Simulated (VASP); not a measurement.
A run of VASP 6.6.1 is set up as follows.

The input INCAR:

```
SYSTEM = TaN
PREC = Accurate
ENCUT = 520
EDIFF = 1E-7
ISMEAR = 0
SIGMA = 0.15
LREAL = .FALSE.
LASPH = .TRUE.
NELM = 100
ALGO = Normal
ISIF = 2
LWAVE = .FALSE.
LCHARG = .FALSE.
GGA = PS
NBANDS = 15
```

File KPOINTS:

```
regular mesh
0
G
  18 18 18
  0 0 0
```

The input POSCAR:

```
TaN
1.0
    0.0000000000      2.1790000000      2.1790000000
    2.1790000000      0.0000000000      2.1790000000
    2.1790000000      2.1790000000      0.0000000000
Ta N
1 1
Direct
    0.5000000000      0.5000000000      0.5000000000
    0.0000000000      0.0000000000      0.0000000000
```

Potentials or basis: VASP PAW PBE potentials, release 64 (Ta_pv, N).

Command:

```bash
$ cat potpaw_PBE.64/Ta_pv/POTCAR potpaw_PBE.64/N/POTCAR > POTCAR
$ mpirun -np 1 vasp_std > vasp.out
```

(1) Estimate the band gap on the k mesh.

(2) Estimate the pressure.

## Answers

(1) zero (band 8 reaches 11.68 eV, above the bottom of band 9 at 7.48 eV).

(2) 5.5 GPa.

Caveat: the PAW data sets were made with another functional, which shifts forces and pressure a little; spin-orbit coupling is left out, which moves the levels of the heavy elements.
